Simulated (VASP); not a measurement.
# HfN in VASP: notebook

The runs below take HfN through single point, with PBE.

Program: VASP 6.6.1. These are calculated values, not measurements. Logs are shortened: lines on timing, memory, paths and dates and some standing lists are left out, and cuts for length are marked.

**1. The cell of the first run**

Symmetry: I4/mmm, No. 139, tetragonal system. The conventional cell has a = 3.216 Å, b = 3.216 Å, c = 4.654 Å, α = 90.00°, β = 90.00°, γ = 90.00°. Hf (site symmetry 4/mmm) has 6 N at 2.27 to 2.33 Å within 3.0 Å. N (site symmetry 4/mmm) has 6 Hf at 2.27 to 2.33 Å within 3.0 Å.

**2. Single point, PBE (mode 5 frozen in at +0.000 Å, normal strain along y +0.0233)**

Contents of INCAR:

```
SYSTEM = HfN
PREC = Accurate ; ENCUT = 520
EDIFF = 1E-6 ; ISMEAR = 0
SIGMA = 0.15 ; LREAL = .False.
LASPH = .True. ; NELM = 80
ALGO = Normal ; ISIF = 2
LWAVE = .False. ; LCHARG = .True.
GGA = PE ; LELF = .True.
LVHAR = .True. ; NBANDS = 14
```

Contents of KPOINTS:

```
regular mesh
0
Gamma
  16 16 16
  0 0 0
```

Contents of POSCAR:

```
HfN
1.0
    0.0000000000      2.3267939086      2.2738140414
    2.2738140414      0.0000000000      2.2738140414
    2.2738140414      2.3267939086      0.0000000000
Hf N
1 1
Direct
    0.0000000000      0.0000000000      0.0000000000
    0.5000000000      0.5000000000      0.5000000000
```

Potentials or basis: VASP PAW PBE potentials, release 64 (Hf_pv, N).

Started as:

```bash
cat potpaw_PBE.64/Hf_pv/POTCAR potpaw_PBE.64/N/POTCAR > POTCAR
mpirun -np 1 vasp_std > vasp.out
```

OUTCAR:

```text
SYSTEM = HfN
   PREC = Accurate
   ENCUT = 520
   EDIFF = 1E-6
   ISMEAR = 0
   LREAL = .False.
   LASPH = .True.
   NELM = 80
   ISIF = 2
   GGA = PE

 ion  position               nearest neighbor table
   1  0.000  0.000  0.000-   2 2.27   2 2.27   2 2.27   2 2.27   2 2.33   2 2.33
   2  0.500  0.500  0.500-   1 2.27   1 2.27   1 2.27   1 2.27   1 2.33   1 2.33

  LATTYP: Found a body centered tetragonal cell.
 ALAT       =     3.2156586557
 C/A-ratio  =     1.4471647384

  Lattice vectors:

 A1 = (   0.0000000000,  -2.3267939086,   2.2738140414)
 A2 = (   0.0000000000,  -2.3267939086,  -2.2738140414)
 A3 = (   2.2738140414,   2.3267939086,   0.0000000000)

Analysis of symmetry for initial positions (statically):
=====================================================================
 Subroutine PRICEL returns:
 Original cell was already a primitive cell.

 Routine SETGRP: Setting up the symmetry group for a
 body centered tetragonal supercell.

 Subroutine GETGRP returns: Found 16 space group operations
 (whereof 16 operations were pure point group operations)
 out of a pool of 16 trial point group operations.

The static configuration has the point symmetry D_4h.

Analysis of symmetry for dynamics (positions and initial velocities):
=====================================================================
 Subroutine PRICEL returns:
 Original cell was already a primitive cell.

 Routine SETGRP: Setting up the symmetry group for a
 body centered tetragonal supercell.

 Subroutine GETGRP returns: Found 16 space group operations
 (whereof 16 operations were pure point group operations)
 out of a pool of 16 trial point group operations.

The dynamic configuration has the point symmetry D_4h.

 Subroutine INISYM returns: Found 16 space group operations
 (whereof 16 operations are pure point group operations),
 and found     1 'primitive' translations

----------------------------------------------------------------------------------------

                                     Primitive cell

  volume of cell :      24.0601

  direct lattice vectors                    reciprocal lattice vectors
     0.000000000  2.326793909  2.273814041    -0.219894851  0.214887962  0.219894851
     2.273814041  0.000000000  2.273814041     0.219894851 -0.214887962  0.219894851
     2.273814041  2.326793909  0.000000000     0.219894851  0.214887962 -0.219894851

  length of vectors
     3.253336778  3.215658656  3.253336778     0.378000433  0.378000433  0.378000433

  position of ions in fractional coordinates (direct lattice)
     0.000000000  0.000000000  0.000000000
     0.500000000  0.500000000  0.500000000

  ion indices of the primitive-cell ions
   primitive index   ion index
                 1           1
                 2           2

----------------------------------------------------------------------------------------

 KPOINTS: regular mesh

Automatic generation of k-mesh.
 Grid dimensions read from file:
 generate k-points for:   16   16   16

 Generating k-lattice:

  Cartesian coordinates                     Fractional coordinates (reciprocal lattice)
    -0.013743428  0.013430498  0.013743428     0.062500000  0.000000000 -0.000000000
     0.013743428 -0.013430498  0.013743428     0.000000000  0.062500000  0.000000000
     0.013743428  0.013430498 -0.013743428    -0.000000000  0.000000000  0.062500000

  Length of vectors
     0.023625027  0.023625027  0.023625027

  Shift w.r.t. Gamma in fractional coordinates (k-lattice)
     0.000000000  0.000000000  0.000000000

 Subroutine IBZKPT returns following result:
 ===========================================

 Found    349 irreducible k-points:

 Following reciprocal coordinates:
            Coordinates               Weight
  0.000000  0.000000  0.000000      1.000000
  0.062500  0.000000  0.000000      8.000000
  0.125000  0.000000  0.000000      8.000000
  0.187500  0.000000  0.000000      8.000000
  0.250000  0.000000  0.000000      8.000000
  0.312500  0.000000  0.000000      8.000000
[... 16 lines left out ...]
 -0.125000  0.062500  0.000000     16.000000
 -0.062500  0.062500  0.000000      8.000000
 [... further k-points ...]
   k-points           NKPTS =    349   k-points in BZ     NKDIM =    349   number of bands    NBANDS=     14
   number of dos      NEDOS =    301   number of ions     NIONS =      2
   total plane-waves  NPLWV =  13824
   dimension x,y,z NGX =    24 NGY =   24 NGZ =   24
   dimension x,y,z NGXF=    48 NGYF=   48 NGZF=   48
   ions per type =               1   1
   NGX,Y,Z   is equivalent  to a cutoff of  12.26, 12.41, 12.26 a.u.
   NGXF,Y,Z  is equivalent  to a cutoff of  24.53, 24.82, 24.53 a.u.
 SYSTEM =  HfN
   PREC   = accura    normal or accurate (medium, high low for compatibility)
   ISTART =      0    job   : 0-new  1-cont  2-samecut
   ICHARG =      2    charge: 1-file 2-atom 10-const
   ISPIN  =      1    spin polarized calculation?
   LNONCOLLINEAR =      F non collinear calculations
   LSORBIT =      F    spin-orbit coupling
   LASPH  =      T    aspherical Exc in radial PAW
   ENCUT  =  520.0 eV  38.22 Ry    6.18 a.u.   6.05  5.98  6.05*2*pi/ulx,y,z
   NELM   =     80;   NELMIN=  2; NELMDL= -5     # of ELM steps
   EDIFF  = 0.1E-05   stopping-criterion for ELM
   LREAL  =      F    real-space projection
   EDIFFG = 0.1E-04   stopping-criterion for IOM
   NSW    =      0    number of steps for IOM
   IBRION =     -1    ionic relax: 0-MD 1-quasi-New 2-CG
   NFREE  =      0    steps in history (QN), initial steepest desc. (CG)
   ISIF   =      2    stress and relaxation
   ISYM   =      2    0-nonsym 1-usesym 2-fastsym
   POTIM  = 0.5000    time-step for ionic-motion
   TEBEG  =    0.0;   TEEND  =   0.0 temperature during run
   PSTRESS=    0.0 pullay stress
   NELECT =      15.0000    total number of electrons
   NUPDOWN=      -1.0000    fix difference up-down
   EMIN   =  10.00;   EMAX   =-10.00  energy-range for DOS
   EFERMI =   0.00;   METHOD = LEGACY
   ISMEAR =     0;   SIGMA  =   0.15  broadening in eV -4-tet -1-fermi 0-gaus
   EFERMI_NEDOS =   21; number of points for ismear=-14 and -15
   IALGO  =     38    algorithm
   IMIX   =      4    mixing-type and parameters
     AMIX     =   0.40;   BMIX     =  1.00
     AMIX_MAG =   1.60;   BMIX_MAG =  1.00
  volume/ion in A,a.u.               =      12.03        81.18
  Fermi-wavevector in a.u.,A,eV,Ry     =   1.398533  2.642844 26.611553  1.955894
  Thomas-Fermi vector in A             =   2.521681
   LORBIT       =      0    0 simple, 1 ext, 2 COOP (PROOUT), +10 PAW based schemes
   GGA     = PE    functional components
   LHFCALC =     F    Hartree Fock is set to
   AEXX    =    0.0000 exact exchange contribution
   IVDW    =     0    specifies the selected vdW correction
   LEPSILON=     F    determine dielectric tensor
   LRPA    =     F    only Hartree local field effects (RPA)
 non-spin polarized calculation
 Gauss-broadening in eV      SIGMA  =   0.15
  energy-cutoff  :      520.00
  volume of cell :       24.06
 maximum number of plane-waves:       661
   NGX = 13   NGY = 11   NGZ = 13

 number of electron      15.0000000 magnetization

 Free energy of the ion-electron system (eV)
  ---------------------------------------------------
  ext. energy  EPLUGINS =         0.00000000
  ---------------------------------------------------
  free energy    TOTEN  =       -21.73226938 eV

  energy without entropy =      -21.72529950  energy(sigma->0) =      -21.72878444

 E-fermi :   8.0184     XC(G=0): -12.5087

 val. band max:        8.0103732486   @ k =  -0.1875   0.3125   0.1250
 cond. band min:       8.0334541096   @ k =   0.1875  -0.2500   0.1250
 fundamental gap:      0.0230808609
 Fermi energy:         8.0183561685

 k-point     1 :       0.0000    0.0000    0.0000
  band No.  band energies     occupation
      1     -23.3315      2.00000
      2     -23.2985      2.00000
      3     -23.2985      2.00000
      4      -9.2503      2.00000
      5       4.9720      2.00000
      6       5.0639      2.00000
      7       5.0639      2.00000
      8       7.5230      2.00000
      9       7.7687      1.98142
     10       7.7687      1.98142
     11       9.1324      0.00000
     12       9.9969      0.00000
     13      10.0386      0.00000
     14      17.4758      0.00000

 k-point     2 :       0.0625    0.0000    0.0000
  band No.  band energies     occupation
      1     -23.3511      2.00000
      2     -23.3162      2.00000
      3     -23.3009      2.00000
      4      -9.1680      2.00000
      5       4.6195      2.00000
      6       4.7925      2.00000
      7       4.8443      2.00000
      8       7.6592      1.99929
      9       7.8696      1.83916
     10       7.8890      1.77736
     11       9.4340      0.00000
     12      10.2780      0.00000
     13      10.3297      0.00000
     14      17.7673      0.00000

 k-point     3 :       0.1250    0.0000    0.0000
  band No.  band energies     occupation
      1     -23.4395      2.00000
      2     -23.3326      2.00000
      3     -23.3077      2.00000
      4      -8.9308      2.00000
      5       3.7368      2.00000
      6       4.2685      2.00000
      7       4.3287      2.00000
      8       7.9251      1.62078
      9       8.1246      0.31669
     10       8.2105      0.07006
     11      10.1962      0.00000
     12      11.0073      0.00000
     13      11.0893      0.00000
     14      18.5748      0.00000

 k-point     4 :       0.1875    0.0000    0.0000
  band No.  band energies     occupation
      1     -23.5768      2.00000
      2     -23.3484      2.00000
      3     -23.3178      2.00000
      4      -8.5668      2.00000
      5       2.7086      2.00000
      6       3.6732      2.00000
      7       3.7274      2.00000
      8       8.1735      0.14344
      9       8.6147      0.00000
     10       8.6910      0.00000
     11      11.1533      0.00000
     12      11.9723      0.00000
     13      12.1159      0.00000
     14      19.6787      0.00000

 k-point     5 :       0.2500    0.0000    0.0000
  band No.  band energies     occupation
      1     -23.7345      2.00000
      2     -23.3659      2.00000
      3     -23.3296      2.00000
      4      -8.1188      2.00000
      5       1.6973      2.00000
      6       3.1165      2.00000
      7       3.1603      2.00000
      8       8.5247      0.00000
      9       9.2672      0.00000
     10       9.3025      0.00000
     11      12.0995      0.00000
[... 276 lines left out ...]
 k-point    22 :      -0.1875    0.0625    0.0000
  band No.  band energies     occupation
      1     -23.6326      2.00000
      2     -23.3638      2.00000
      3     -23.3315      2.00000
      4      -8.3909      2.00000
      5       2.2292      2.00000
      6       3.2961      2.00000
      7       3.7394      2.00000
      8       8.2024      0.08273
      9       8.5658      0.00000
     10       9.4672      0.00000
     11      11.3048      0.00000
     12      12.1460      0.00000
     13      12.9965      0.00000
     14      20.0353      0.00000

 k-point    23 :      -0.1250    0.0625    0.0000
  band No.  band energies     occupation
      1     -23.4945      2.00000
      2     -23.3425      2.00000
      3     -23.3207      2.00000
      4      -8.7704      2.00000
      5       3.1618      2.00000
      6       3.8542      2.00000
      7       4.3006      2.00000
      8       7.9599      1.41834
      9       8.1071      0.40294
     10       8.8423      0.00000
     11      10.4789      0.00000
     12      11.1512      0.00000
     13      11.9317      0.00000
     14      19.1291      0.00000

 k-point    24 :      -0.0625    0.0625    0.0000
  band No.  band energies     occupation
      1     -23.3963      2.00000
      2     -23.3195      2.00000
      3     -23.3145      2.00000
      4      -9.0404      2.00000
      5       4.0218      2.00000
      6       4.4086      2.00000
      7       4.7359      2.00000
      8       7.7234      1.99458
      9       7.8895      1.77560
     10       8.3205      0.00439
     11       9.9492      0.00000
     12      10.3301      0.00000
     13      10.9827      0.00000
     14      18.2207      0.00000

 [... further k-points ...]
[... 5 lines left out ...]
  --------------------------------------------------------------------------------------
  -------------------------------------------------------------------------------------
  Total       -0.6927474     -2.0847397     -0.6927474      0.0000000     -0.0000000      0.0000000
  in kB      -46.1304513   -138.8240218    -46.1304513      0.0000000     -0.0000000      0.0000000
  external PRESSURE =     -77.0283082 kB  Pullay stress =       0.0000000 kB

 VOLUME and BASIS-vectors are now :
 -----------------------------------------------------------------------------
  energy-cutoff  :      520.00
  volume of cell :       24.06
      direct lattice vectors                 reciprocal lattice vectors
     0.000000000  2.326793909  2.273814041    -0.219894851  0.214887962  0.219894851
     2.273814041  0.000000000  2.273814041     0.219894851 -0.214887962  0.219894851
     2.273814041  2.326793909  0.000000000     0.219894851  0.214887962 -0.219894851

 POSITION                                       TOTAL-FORCE (eV/Angst)
 -----------------------------------------------------------------------------------
      0.00000      0.00000      0.00000         0.000000      0.000000      0.000000
      2.27381      2.32679      2.27381         0.000000     -0.000000      0.000000
 -----------------------------------------------------------------------------------
    total drift:                                0.000000     -0.000000     -0.000000

  FREE ENERGIE OF THE ION-ELECTRON SYSTEM (eV)
  ---------------------------------------------------
  free  energy   TOTEN  =       -21.7322693766 eV

  energy  without entropy=      -21.7252994978  energy(sigma->0) =      -21.72878444
```

It took 43 s on 1 thread of Intel Xeon 6975P-C, shared host; peak memory 0.24 GiB.

Results:

| Property | Result |
| --- | --- |
| Free energy | -21.7323 eV |
| Pressure | -7.7 GPa |

Caveat: the cell differs from its parent crystal (mode 5 frozen in at +0.000 Å, normal strain along y +0.0233); spin-orbit coupling is left out, which moves the levels of the heavy elements.

**3. Single point, PBE (mode 5 frozen in at -0.039 Å, normal strain along y +0.0233)**

Contents of INCAR:

```
SYSTEM = HfN
PREC = Accurate
ENCUT = 520
EDIFF = 1E-6
ISMEAR = 0
SIGMA = 0.15
LREAL = .FALSE.
LASPH = .TRUE.
NELM = 60
ALGO = Normal
ISIF = 2
LWAVE = .FALSE.
LCHARG = .FALSE.
GGA = PE
NBANDS = 14
```

Contents of KPOINTS:

```
regular mesh
0
G
  16 16 16
  0 0 0
```

Contents of POSCAR:

```
HfN
1.0
    0.0000000000      2.3267939086      2.2738140414
    2.2738140414      0.0000000000      2.2738140414
    2.2738140414      2.3267939086      0.0000000000
Hf N
1 1
Direct
    0.0006695498     -0.0006695498      0.0006695498
    0.4914680798      0.5085319202      0.4914680798
```

Potentials or basis: VASP PAW PBE potentials, release 64 (Hf_pv, N).

Started as:

```bash
cat potpaw_PBE.64/Hf_pv/POTCAR potpaw_PBE.64/N/POTCAR > POTCAR
mpirun -np 1 vasp_std > vasp.out
```

OUTCAR:

```text
SYSTEM = HfN
   PREC = Accurate
   ENCUT = 520
   EDIFF = 1E-6
   ISMEAR = 0
   LREAL = .FALSE.
   LASPH = .TRUE.
   NELM = 60
   ISIF = 2
   GGA = PE

 ion  position               nearest neighbor table
   1  0.001  0.999  0.001-   2 2.27   2 2.27   2 2.27   2 2.27   2 2.28   2 2.37
   2  0.491  0.509  0.491-   1 2.27   1 2.27   1 2.27   1 2.27   1 2.28   1 2.37

  LATTYP: Found a body centered tetragonal cell.
 ALAT       =     3.2156586557
 C/A-ratio  =     1.4471647384

  Lattice vectors:

 A1 = (   0.0000000000,  -2.3267939086,   2.2738140414)
 A2 = (   0.0000000000,  -2.3267939086,  -2.2738140414)
 A3 = (   2.2738140414,   2.3267939086,   0.0000000000)
[... 587 lines left out ...]
     13      11.0002      0.00000
     14      18.2169      0.00000

 [... further k-points ...]
[... 5 lines left out ...]
  --------------------------------------------------------------------------------------
  -------------------------------------------------------------------------------------
  Total       -0.6941425     -1.9988396     -0.6941425      0.0000000      0.0000000      0.0000000
  in kB      -46.2233509   -133.1038801    -46.2233509      0.0000000      0.0000000      0.0000000
  external PRESSURE =     -75.1835273 kB  Pullay stress =       0.0000000 kB

 VOLUME and BASIS-vectors are now :
 -----------------------------------------------------------------------------
  energy-cutoff  :      520.00
  volume of cell :       24.06
      direct lattice vectors                 reciprocal lattice vectors
     0.000000000  2.326793909  2.273814041    -0.219894851  0.214887962  0.219894851
     2.273814041  0.000000000  2.273814041     0.219894851 -0.214887962  0.219894851
     2.273814041  2.326793909  0.000000000     0.219894851  0.214887962 -0.219894851

 POSITION                                       TOTAL-FORCE (eV/Angst)
 -----------------------------------------------------------------------------------
      2.27381      0.00312      2.27381         0.000000     -0.349594      0.000000
      2.27381      2.28709      2.27381         0.000000      0.349594      0.000000
 -----------------------------------------------------------------------------------
    total drift:                                0.000000     -0.000062      0.000000

  FREE ENERGIE OF THE ION-ELECTRON SYSTEM (eV)
  ---------------------------------------------------
  free  energy   TOTEN  =       -21.7248001504 eV

  energy  without entropy=      -21.7179126602  energy(sigma->0) =      -21.72135641
```

Wall time 45 s (1 thread of Intel Xeon 6975P-C, shared host); peak memory 0.24 GiB.

What came out:

```
Free energy   : -21.7248 eV
Pressure      : -7.5 GPa
Largest force : 0.350 eV/Å
```

Forces in eV/Å, atoms in the order of the input:
```
Hf   0.000 -0.350  0.000
N    0.000  0.350  0.000
```

Stress tensor (GPa, compression positive):
```
 -4.62   0.00   0.00
  0.00 -13.31   0.00
  0.00   0.00  -4.62
```

Levels at points of the mesh, in eV from the Fermi level:
```tsv
k point	band 6	band 7	band 8	band 9	band 10	band 11
(0.00, 0.00, 0.00)	-2.98	-2.98	-0.49	-0.22	-0.22	1.13
(0.50, 0.00, 0.00)	-5.99	-5.98	3.07	3.42	3.55	4.20
(0.50, 0.50, 0.00)	-3.95	-3.75	-3.35	3.80	5.03	5.15
(0.50, 0.00, 0.50)	-3.61	-3.61	-3.59	3.87	5.10	5.18
```

Caveat: the cell differs from its parent crystal (mode 5 frozen in at -0.039 Å, normal strain along y +0.0233); spin-orbit coupling is left out, which moves the levels of the heavy elements.

**4. Single point, PBE (mode 5 frozen in at -0.058 Å, normal strain along y +0.0467)**

Contents of INCAR:

```
  ALGO = Normal
  EDIFF = 1E-6
  ENCUT = 520
  GGA = PE
  ISIF = 2
  ISMEAR = 0
  LASPH = T
  LCHARG = F
  LREAL = F
  LWAVE = F
  NBANDS = 14
  NELM = 80
  PREC = Accurate
  SIGMA = 0.15
```

Contents of KPOINTS:

```
k-points
0
Gamma
  16 16 16
```

Contents of POSCAR:

```
HfN
1.0
    0.0000000000      2.3800011571      2.2738140414
    2.2738140414      0.0000000000      2.2738140414
    2.2738140414      2.3800011571      0.0000000000
Hf N
1 1
Direct
    0.0010043247     -0.0010043247      0.0010043247
    0.4872021197      0.5127978803      0.4872021197
```

Started as:

```bash
cat potpaw_PBE.64/Hf_pv/POTCAR potpaw_PBE.64/N/POTCAR > POTCAR
mpirun -np 1 vasp_std > vasp.out
```

Wall time 44 s (1 thread of Intel Xeon 6975P-C, shared host); peak memory 0.24 GiB.

The run converged. Its results:

- Free energy: -21.6569 eV
- Pressure: -11.6 GPa
- Largest force: 0.388 eV/Å

Forces on the atoms (eV/Å):
```
Hf   0.000 -0.388  0.000
N    0.000  0.388  0.000
```

Stress tensor (GPa, compression positive):
```
 -6.81   0.00   0.00
  0.00 -21.19   0.00
  0.00   0.00  -6.81
```

Levels at points of the mesh, in eV from the Fermi level:
```
           k point  band 5  band 6  band 7  band 8  band 9  band 10  band 11  band 12
(0.00, 0.00, 0.00)   -3.13   -2.96   -2.96   -0.63   -0.09    -0.09     0.62     2.12
(0.50, 0.00, 0.00)   -8.52   -5.90   -5.87    2.96    3.26     3.48     4.09     7.48
(0.50, 0.50, 0.00)   -5.27   -4.05   -3.80   -3.16    3.51     4.69     5.08     5.34
(0.50, 0.00, 0.50)   -5.67   -3.53   -3.53   -3.46    3.76     4.84     4.99     4.99
```

Caveat: the cell differs from its parent crystal (mode 5 frozen in at -0.058 Å, normal strain along y +0.0467); spin-orbit coupling is left out, which moves the levels of the heavy elements.
